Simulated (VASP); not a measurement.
Set up this calculation in VASP 6.6.1, as the native input.

- Task: single point
- Functional: PBEsol
- Potentials or basis: VASP PAW PBE potentials, release 64 (Mo_sv, C)
- Cutoff: 600 eV
- k mesh: 4 × 4 × 4
- Occupations: gaussian, width 0.05 eV
- Spin: collinear spin
- Starting moments: [0.7, 0.04, 0.04, 0.04, 0.04, 0.04, 0.04, 0.0, 0.0, 0.0, 0.0, 0.0, 0.0, 0.0, 0.0, 0.0] μB
- Fixed moment: 1.8 μB
- Hubbard terms: Mo d U = 2.0 eV
- Dipole correction: no
- Further INCAR settings: ALGO = Normal; EDIFF = 1e-06; NBANDS = 55

The structure of MoC15 lies in POSCAR:

```
MoC15
1.0
    0.0000000000      3.5668800000      3.5668800000
    3.5668800000      0.0000000000      3.5668800000
    3.5668800000      3.5668800000      0.0000000000
Mo C
1 15
Direct
    1.0000000000      0.0000000000      0.0000000000
    0.0011991179      0.0011991179      0.4988008821
    0.0011991179      0.4988008821      0.0011991179
    0.0011991179      0.4988008821      0.4988008821
    0.4988008821      0.0011991179      0.0011991179
    0.4988008821      0.0011991179      0.4988008821
    0.4988008821      0.4988008821      0.0011991179
    0.5000000000      0.5000000000      0.5000000000
    0.1435774638      0.1435774638      0.1435774638
    0.1435774638      0.1435774638      0.5692676086
    0.1435774638      0.5692676086      0.1435774638
    0.1272634341      0.6242455220      0.6242455220
    0.5692676086      0.1435774638      0.1435774638
    0.6242455220      0.1272634341      0.6242455220
    0.6242455220      0.6242455220      0.1272634341
    0.6242455220      0.6242455220      0.6242455220
```

The input as run:

INCAR

```
PREC = Accurate ; ENCUT = 600
EDIFF = 1E-6 ; ISMEAR = 0
SIGMA = 0.05 ; LREAL = False
LASPH = True ; NELM = 200
ALGO = Normal ; ISIF = 2
LWAVE = False ; LCHARG = True
ISPIN = 2 ; MAGMOM = 0.7 0.04 0.04 0.04 0.04 0.04 0.04 0 0 0 0 0 0 0 0 0
LORBIT = 11 ; NUPDOWN = 1.8
LMAXMIX = 4 ; LDAU = True
LDAUTYPE = 2 ; LDAUL = 2 -1
LDAUU = 2 0 ; LDAUJ = 0 0
LDAUPRINT = 1 ; GGA = PS
LELF = True ; LVHAR = True
NBANDS = 55 ; GGA_COMPAT = False
```

KPOINTS

```
regular mesh
0
Gamma
  4 4 4
```

Potentials or basis: VASP PAW PBE potentials, release 64 (Mo_sv, C).

Run with:

```bash
$ cat potpaw_PBE.64/Mo_sv/POTCAR potpaw_PBE.64/C/POTCAR > POTCAR
$ mpirun -np 1 vasp_std > vasp.out
```

It gave:

```
Pressure                                              : 73.0 GPa
Largest force                                         : 0.158 eV/Å
Net moment                                            : 1.80 μB per cell
Site moments                                          : Mo +1.39; C +0.04, +0.00, -0.00 (each value once) μB
Valence electrons inside the program's atomic spheres : Mo 14.40; C 2.62, 2.58, 2.78, 2.55 (each value once)
```

Caveat: the k points lie up to 0.38 Å⁻¹ apart; the PAW data sets were made with another functional, which shifts forces and pressure a little; the total moment is fixed, so each spin has its own Fermi level; the U is typed as a test and isn't derived for this compound.

Wall time 3.4 min on 1 thread of Intel Xeon 8259CL, on a shared host, peak memory 0.33 GiB.
